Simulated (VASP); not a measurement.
Input of a VASP 6.6.1 run:

Contents of INCAR:

```
  PREC = Accurate
  ENCUT = 520
  EDIFF = 1E-6
  ISMEAR = 0
  SIGMA = 0.15
  LREAL = False
  LASPH = True
  NELM = 80
  ALGO = Normal
  ISIF = 2
  LWAVE = False
  LCHARG = False
  GGA = PS
  NBANDS = 14
```

The input KPOINTS:

```
regular mesh
0
Gamma
  20 20 20
```

Contents of POSCAR:

```
ZrB
1.0
   -0.7350912829      2.0215010281      2.0215010281
    2.0215010281     -0.7350912829      2.0215010281
    2.0215010281      2.0215010281     -0.7350912829
Zr B
1 1
Direct
    0.0000000000      0.0000000000      0.0000000000
    0.5000000000      0.5000000000      0.5000000000
```

Potentials or basis: VASP PAW PBE potentials, release 64 (Zr_sv, B).

The run is started by

```bash
$ cat potpaw_PBE.64/Zr_sv/POTCAR potpaw_PBE.64/B/POTCAR > POTCAR
$ mpirun -np 1 vasp_std > vasp.out
```

**Question.** Predict the pressure.

**Answer.** 17.4 GPa.

**Question.** Predict the band gap on the k mesh.

**Answer.** Zero (an odd number of electrons rules out a gap without spin polarisation).

Stress tensor (GPa, compression positive):
```
17.35  3.68  3.68
 3.68 17.35  3.68
 3.68  3.68 17.35
```

Caveat: the cell stands under pressure; the PAW data sets were made with another functional, which shifts forces and pressure a little.
